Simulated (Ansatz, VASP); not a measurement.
Two plane-wave programs on InP

```
In P
1.0
     0.00000    2.66291    3.00656
     3.00656    0.00000    3.00656
     3.00656    2.66291    0.00000
In P
1 1
Cartesian
  0.0000 0.0000 0.0000
  4.5098 3.9944 4.5098
```

Alike in both runs: task single point; functional LDA; k mesh 12 × 12 × 12; occupations gaussian, width 0.05 eV; no spin polarisation.

|  | VASP | Ansatz |
| --- | --- | --- |
| version | VASP 6.6.1 | Ansatz 0.2.0 |
| potentials or method | VASP PAW LDA potentials, release 64 (In_d, P), cutoff 520 eV | scalar-relativistic, plane waves, PAW |
| valence electrons in the cell | 18 | 18 |

Ansatz gave:

* gap on the k mesh at the Fermi level (eV): 0.35
* least direct gap on the mesh (eV): 0.35
* pressure (GPa): 1.6
* traceless stress, the component that is largest in VASP (GPa): 2.65

Problem. What did VASP give for the same quantities?

Solution. gap on the k mesh at the Fermi level (eV): 0.38; least direct gap on the mesh (eV): 0.38; pressure (GPa): 1.6; traceless stress, the component that is largest in VASP (GPa): 2.64.

Ansatz warns that its potentials were made for another functional, while VASP's fit it. LDA's correlation is that of Perdew and Zunger in VASP and of Perdew and Wang (1992) in Ansatz.
